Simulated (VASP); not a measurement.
# CrGe8Mo3 (P4/mmm) in VASP: single point with PBE

Aim: the single point of CrGe8Mo3 with PBE.

All numbers are computed with VASP 6.6.1; they aren't measurements. Logs are shortened: lines on timing, memory, paths and dates and some standing lists are left out, and cuts for length are marked.

## 1. The cell of the first run

Symmetry: P4/mmm, No. 123, tetragonal system. The conventional cell has a = 4.689 Å, b = 4.689 Å, c = 8.234 Å, α = 90.00°, β = 90.00°, γ = 90.00°. Within 3.5 Å of Cr (site symmetry 4/mmm) lie 10 Ge at 2.69 to 2.76 Å and 4 Mo at 3.32 Å. Ge (site symmetry 4mm) has 4 Mo at 2.71 Å and 9 Ge at 2.71 to 3.32 Å and 1 Cr at 2.76 Å within 3.6 Å. Within 3.5 Å of Ge (site symmetry 2mm) lie 9 Ge at 2.62 to 3.32 Å and 2 Cr at 2.69 Å and 3 Mo at 2.69 to 2.81 Å. Within 3.5 Å of Ge (site symmetry 4mm) lie 9 Ge at 2.68 to 3.32 Å and 5 Mo at 2.70 to 2.78 Å. Mo (site symmetry mmm) has 10 Ge at 2.70 to 2.81 Å and 4 Mo at 3.32 Å within 3.6 Å. Mo (site symmetry 4/mmm) has 10 Ge at 2.69 to 2.78 Å and 4 Cr at 3.32 Å within 3.5 Å.

## 2. Single point, PBE

INCAR reads:

```
PREC = Accurate ; ENCUT = 520
EDIFF = 1E-6 ; ISMEAR = 0
SIGMA = 0.2 ; LREAL = False
LASPH = True ; NELM = 80
ALGO = Normal ; ISIF = 2
LWAVE = False ; LCHARG = False
GGA = PE ; NBANDS = 95
```

KPOINTS reads:

```
Automatic mesh
0
Gamma
  6 6 4
```

POSCAR reads:

```
CrGe8Mo3
1.0
    4.6888768000      0.0000000000      0.0000000000
    0.0000000000      4.6888768000      0.0000000000
    0.0000000000      0.0000000000      8.2342487000
Cr Ge Mo
1 8 3
Direct
    0.0000000000      0.0000000000      0.0000000000
    0.0000000000      0.0000000000      0.6647400000
    0.0000000000      0.5000000000      0.1592320000
    0.5000000000      0.0000000000      0.1592320000
    0.5000000000      0.5000000000      0.6626260000
    0.0000000000      0.0000000000      0.3352600000
    0.0000000000      0.5000000000      0.8407680000
    0.5000000000      0.0000000000      0.8407680000
    0.5000000000      0.5000000000      0.3373740000
    0.0000000000      0.5000000000      0.5000000000
    0.5000000000      0.0000000000      0.5000000000
    0.5000000000      0.5000000000      0.0000000000
```

Potentials or basis: VASP PAW PBE potentials, release 64 (Cr_pv, Ge_d, Mo_sv).

The run is started by

```
> cat potpaw_PBE.64/Cr_pv/POTCAR potpaw_PBE.64/Ge_d/POTCAR potpaw_PBE.64/Mo_sv/POTCAR > POTCAR
> mpirun -np 1 vasp_std > vasp.out
```

OUTCAR:

```text
PREC = Accurate
   ENCUT = 520
   EDIFF = 1E-6
   ISMEAR = 0
   LREAL = False
   LASPH = True
   NELM = 80
   ISIF = 2
   GGA = PE

 ion  position               nearest neighbor table
   1  0.000  0.000  0.000-   3 2.69   4 2.69   7 2.69   8 2.69   3 2.69   7 2.69   4 2.69   8 2.69
                             2 2.76   6 2.76  12 3.32  12 3.32  12 3.32  12 3.32
   2  0.000  0.000  0.665-  10 2.71  11 2.71  10 2.71  11 2.71   6 2.71   7 2.76   7 2.76   8 2.76
                             8 2.76   1 2.76
   3  0.000  0.500  0.159-   7 2.62   1 2.69  12 2.69   1 2.69  12 2.69   6 2.76   6 2.76   9 2.77
                             9 2.77  10 2.81
   4  0.500  0.000  0.159-   8 2.62   1 2.69  12 2.69  12 2.69   1 2.69   6 2.76   6 2.76   9 2.77
                             9 2.77  11 2.81
   5  0.500  0.500  0.663-   9 2.68  10 2.70  11 2.70  11 2.70  10 2.70   8 2.77   8 2.77   7 2.77
                             7 2.77  12 2.78
   6  0.000  0.000  0.335-  10 2.71  11 2.71  10 2.71  11 2.71   2 2.71   3 2.76   3 2.76   4 2.76
                             4 2.76   1 2.76
   7  0.000  0.500  0.841-   3 2.62   1 2.69  12 2.69   1 2.69  12 2.69   2 2.76   2 2.76   5 2.77
                             5 2.77  10 2.81
   8  0.500  0.000  0.841-   4 2.62   1 2.69  12 2.69  12 2.69   1 2.69   2 2.76   2 2.76   5 2.77
                             5 2.77  11 2.81
   9  0.500  0.500  0.337-   5 2.68  10 2.70  11 2.70  11 2.70  10 2.70   4 2.77   4 2.77   3 2.77
                             3 2.77  12 2.78
  10  0.000  0.500  0.500-   5 2.70   9 2.70   5 2.70   9 2.70   2 2.71   6 2.71   6 2.71   2 2.71
                             7 2.81   3 2.81  11 3.32  11 3.32  11 3.32  11 3.32
  11  0.500  0.000  0.500-   5 2.70   9 2.70   5 2.70   9 2.70   6 2.71   2 2.71   2 2.71   6 2.71
                             8 2.81   4 2.81  10 3.32  10 3.32  10 3.32  10 3.32
  12  0.500  0.500  0.000-   3 2.69   4 2.69   7 2.69   8 2.69   4 2.69   8 2.69   3 2.69   7 2.69
                             5 2.78   9 2.78   1 3.32   1 3.32   1 3.32   1 3.32

  LATTYP: Found a simple tetragonal cell.
 ALAT       =     4.6888768000
 C/A-ratio  =     1.7561239186

  Lattice vectors:

 A1 = (   4.6888768000,   0.0000000000,   0.0000000000)
 A2 = (   0.0000000000,   4.6888768000,   0.0000000000)
 A3 = (   0.0000000000,   0.0000000000,   8.2342487000)

Analysis of symmetry for initial positions (statically):
=====================================================================
 Subroutine PRICEL returns:
 Original cell was already a primitive cell.

 Routine SETGRP: Setting up the symmetry group for a
 simple tetragonal supercell.

 Subroutine GETGRP returns: Found 16 space group operations
 (whereof 16 operations were pure point group operations)
 out of a pool of 16 trial point group operations.

The static configuration has the point symmetry D_4h.

Analysis of symmetry for dynamics (positions and initial velocities):
=====================================================================
 Subroutine PRICEL returns:
 Original cell was already a primitive cell.

 Routine SETGRP: Setting up the symmetry group for a
 simple tetragonal supercell.

 Subroutine GETGRP returns: Found 16 space group operations
 (whereof 16 operations were pure point group operations)
 out of a pool of 16 trial point group operations.

The dynamic configuration has the point symmetry D_4h.

 Subroutine INISYM returns: Found 16 space group operations
 (whereof 16 operations are pure point group operations),
 and found     1 'primitive' translations

----------------------------------------------------------------------------------------

                                     Primitive cell

  volume of cell :     181.0346

  direct lattice vectors                    reciprocal lattice vectors
     4.688876800  0.000000000  0.000000000     0.213270692  0.000000000  0.000000000
     0.000000000  4.688876800  0.000000000     0.000000000  0.213270692  0.000000000
     0.000000000  0.000000000  8.234248700     0.000000000  0.000000000  0.121443988

  length of vectors
     4.688876800  4.688876800  8.234248700     0.213270692  0.213270692  0.121443988

  position of ions in fractional coordinates (direct lattice)
     0.000000000  0.000000000  0.000000000
     0.000000000  0.000000000  0.664740000
     0.000000000  0.500000000  0.159232000
     0.500000000  0.000000000  0.159232000
     0.500000000  0.500000000  0.662626000
     0.000000000  0.000000000  0.335260000
     0.000000000  0.500000000  0.840768000
     0.500000000  0.000000000  0.840768000
     0.500000000  0.500000000  0.337374000
     0.000000000  0.500000000  0.500000000
     0.500000000  0.000000000  0.500000000
     0.500000000  0.500000000  0.000000000

  ion indices of the primitive-cell ions
   primitive index   ion index
                 1           1
                 2           2
                 3           3
                 4           4
                 5           5
                 6           6
                 7           7
                 8           8
                 9           9
                10          10
                11          11
                12          12

----------------------------------------------------------------------------------------

 KPOINTS: Automatic mesh

Automatic generation of k-mesh.
 Grid dimensions read from file:
 generate k-points for:    6    6    4

 Generating k-lattice:

  Cartesian coordinates                     Fractional coordinates (reciprocal lattice)
     0.035545115  0.000000000  0.000000000     0.166666667  0.000000000  0.000000000
     0.000000000  0.035545115  0.000000000     0.000000000  0.166666667  0.000000000
     0.000000000  0.000000000  0.030360997     0.000000000  0.000000000  0.250000000

  Length of vectors
     0.035545115  0.035545115  0.030360997

  Shift w.r.t. Gamma in fractional coordinates (k-lattice)
     0.000000000  0.000000000  0.000000000

 Subroutine IBZKPT returns following result:
 ===========================================

 Found     30 irreducible k-points:

 Following reciprocal coordinates:
            Coordinates               Weight
  0.000000  0.000000  0.000000      1.000000
  0.166667  0.000000  0.000000      4.000000
  0.333333  0.000000  0.000000      4.000000
  0.500000  0.000000  0.000000      2.000000
  0.166667  0.166667  0.000000      4.000000
  0.333333  0.166667  0.000000      8.000000
[... 16 lines left out ...]
  0.333333  0.000000  0.500000      4.000000
  0.500000  0.000000  0.500000      2.000000
 [... further k-points ...]
   k-points           NKPTS =     30   k-points in BZ     NKDIM =     30   number of bands    NBANDS=     95
   number of dos      NEDOS =    301   number of ions     NIONS =     12
   total plane-waves  NPLWV =  82944
   dimension x,y,z NGX =    36 NGY =   36 NGZ =   64
   dimension x,y,z NGXF=    72 NGYF=   72 NGZF=  128
   ions per type =               1   8   3
   NGX,Y,Z   is equivalent  to a cutoff of  12.76, 12.76, 12.92 a.u.
   NGXF,Y,Z  is equivalent  to a cutoff of  25.53, 25.53, 25.84 a.u.
 SYSTEM =  unknown system
   PREC   = accura    normal or accurate (medium, high low for compatibility)
   ISTART =      0    job   : 0-new  1-cont  2-samecut
   ICHARG =      2    charge: 1-file 2-atom 10-const
   ISPIN  =      1    spin polarized calculation?
   LNONCOLLINEAR =      F non collinear calculations
   LSORBIT =      F    spin-orbit coupling
   LASPH  =      T    aspherical Exc in radial PAW
   ENCUT  =  520.0 eV  38.22 Ry    6.18 a.u.   8.72  8.72 15.31*2*pi/ulx,y,z
   NELM   =     80;   NELMIN=  2; NELMDL= -5     # of ELM steps
   EDIFF  = 0.1E-05   stopping-criterion for ELM
   LREAL  =      F    real-space projection
   EDIFFG = 0.1E-04   stopping-criterion for IOM
   NSW    =      0    number of steps for IOM
   IBRION =     -1    ionic relax: 0-MD 1-quasi-New 2-CG
   NFREE  =      0    steps in history (QN), initial steepest desc. (CG)
   ISIF   =      2    stress and relaxation
   ISYM   =      2    0-nonsym 1-usesym 2-fastsym
   POTIM  = 0.5000    time-step for ionic-motion
   TEBEG  =    0.0;   TEEND  =   0.0 temperature during run
   PSTRESS=    0.0 pullay stress
   NELECT =     166.0000    total number of electrons
   NUPDOWN=      -1.0000    fix difference up-down
   EMIN   =  10.00;   EMAX   =-10.00  energy-range for DOS
   EFERMI =   0.00;   METHOD = LEGACY
   ISMEAR =     0;   SIGMA  =   0.20  broadening in eV -4-tet -1-fermi 0-gaus
   EFERMI_NEDOS =   21; number of points for ismear=-14 and -15
   IALGO  =     38    algorithm
   IMIX   =      4    mixing-type and parameters
     AMIX     =   0.40;   BMIX     =  1.00
     AMIX_MAG =   1.60;   BMIX_MAG =  1.00
  volume/ion in A,a.u.               =      15.09       101.81
  Fermi-wavevector in a.u.,A,eV,Ry     =   1.590463  3.005540 34.416937  2.529574
  Thomas-Fermi vector in A             =   2.689154
   LORBIT       =      0    0 simple, 1 ext, 2 COOP (PROOUT), +10 PAW based schemes
   GGA     = PE    functional components
   LHFCALC =     F    Hartree Fock is set to
   AEXX    =    0.0000 exact exchange contribution
   IVDW    =     0    specifies the selected vdW correction
   LEPSILON=     F    determine dielectric tensor
   LRPA    =     F    only Hartree local field effects (RPA)
 non-spin polarized calculation
 Gauss-broadening in eV      SIGMA  =   0.20
  energy-cutoff  :      520.00
  volume of cell :      181.03
 maximum number of plane-waves:      4915
 NGX is ok and might be reduce to    36
   NGX = 17   NGY = 17   NGZ = 31

 number of electron     166.0000119 magnetization

 Free energy of the ion-electron system (eV)
  ---------------------------------------------------
  ext. energy  EPLUGINS =         0.00000000
  ---------------------------------------------------
  free energy    TOTEN  =       -79.42573482 eV

  energy without entropy =      -79.36756199  energy(sigma->0) =      -79.39664840

 E-fermi :   9.9847     XC(G=0): -12.7250

 val. band max:        9.9638172900   @ k =   0.1667   0.0000   0.5000
 cond. band min:      10.0587197173   @ k =   0.3333   0.0000   0.0000
 fundamental gap:      0.0949024273
 Fermi energy:         9.9846967076

 k-point     1 :       0.0000    0.0000    0.0000
  band No.  band energies     occupation
      1     -50.8351      2.00000
      2     -50.8228      2.00000
      3     -50.8134      2.00000
      4     -32.9726      2.00000
      5     -32.9726      2.00000
      6     -32.8822      2.00000
[... 87 lines left out ...]
     94      12.9713      0.00000
     95      13.2194      0.00000

 k-point     2 :       0.1667    0.0000    0.0000
  band No.  band energies     occupation
      1     -50.8337      2.00000
      2     -50.8228      2.00000
      3     -50.8148      2.00000
      4     -32.9728      2.00000
      5     -32.9726      2.00000
      6     -32.8821      2.00000
[... 2145 lines left out ...]
     94      13.0932      0.00000
     95      13.2489      0.00000

 k-point    24 :       0.5000    0.0000    0.5000
  band No.  band energies     occupation
      1     -50.8242      2.00000
      2     -50.8242      2.00000
      3     -50.8228      2.00000
      4     -32.9731      2.00000
      5     -32.9726      2.00000
      6     -32.8820      2.00000
[... 87 lines left out ...]
     94      13.1695      0.00000
     95      13.2367      0.00000

 [... further k-points ...]

------------------------ aborting loop because EDIFF is reached ----------------------------------------

  FORCE on cell =-STRESS in cart. coord.  units (eV):
  Direction    XX          YY          ZZ          XY          YZ          ZX
  --------------------------------------------------------------------------------------
  -------------------------------------------------------------------------------------
  Total        0.4334948      0.4334948      0.6078652      0.0000000      0.0000000      0.0000000
  in kB        3.8364791      3.8364791      5.3796777      0.0000000      0.0000000      0.0000000
  external PRESSURE =       4.3508786 kB  Pullay stress =       0.0000000 kB

 VOLUME and BASIS-vectors are now :
 -----------------------------------------------------------------------------
  energy-cutoff  :      520.00
  volume of cell :      181.03
      direct lattice vectors                 reciprocal lattice vectors
     4.688876800  0.000000000  0.000000000     0.213270692  0.000000000  0.000000000
     0.000000000  4.688876800  0.000000000     0.000000000  0.213270692  0.000000000
     0.000000000  0.000000000  8.234248700     0.000000000  0.000000000  0.121443988

 POSITION                                       TOTAL-FORCE (eV/Angst)
 -----------------------------------------------------------------------------------
      0.00000      0.00000      0.00000        -0.000000     -0.000000     -0.000000
      0.00000      0.00000      5.47363         0.000000      0.000000      0.004708
      0.00000      2.34444      1.31116         0.000000     -0.000000      0.011625
      2.34444      0.00000      1.31116        -0.000000     -0.000000      0.011625
      2.34444      2.34444      5.45623        -0.000000     -0.000000     -0.002256
      0.00000      0.00000      2.76061        -0.000000      0.000000     -0.004708
      0.00000      2.34444      6.92309        -0.000000     -0.000000     -0.011625
      2.34444      0.00000      6.92309        -0.000000     -0.000000     -0.011625
      2.34444      2.34444      2.77802        -0.000000     -0.000000      0.002256
      0.00000      2.34444      4.11712        -0.000000     -0.000000     -0.000000
      2.34444      0.00000      4.11712        -0.000000     -0.000000     -0.000000
      2.34444      2.34444      0.00000        -0.000000     -0.000000     -0.000000
 -----------------------------------------------------------------------------------
    total drift:                                0.000000      0.000000      0.000000

  FREE ENERGIE OF THE ION-ELECTRON SYSTEM (eV)
  ---------------------------------------------------
  free  energy   TOTEN  =       -79.4257348167 eV

  energy  without entropy=      -79.3675619854  energy(sigma->0) =      -79.39664840
```

It took 19 min on 1 thread of AMD EPYC 7R43 (Zen 3), shared host; peak memory 0.48 GiB.

What came out:

```yaml
Free_energy: -79.4257 eV
Pressure: 0.4 GPa
Largest_force: 0.012 eV/Å
Band_gap_on_the_k_mesh: zero (bands 83 and 84 overlap by 0.66 eV)
```

Forces in eV/Å, atoms in the order of the input:
```
Cr   0.000  0.000  0.000
Ge   0.000  0.000  0.005
Ge   0.000  0.000  0.012
Ge   0.000  0.000  0.012
Ge   0.000  0.000 -0.002
Ge   0.000  0.000 -0.005
Ge   0.000  0.000 -0.012
Ge   0.000  0.000 -0.012
Ge   0.000  0.000  0.002
Mo   0.000  0.000  0.000
Mo   0.000  0.000  0.000
Mo   0.000  0.000  0.000
```

Caveat: the run has no spin polarisation, though such a crystal can be magnetic. Spin polarisation is off, so any magnetic state and its effect on volume and gap are missing.

The gap in the log of VASP goes by the Fermi energy; the results here count the filled bands.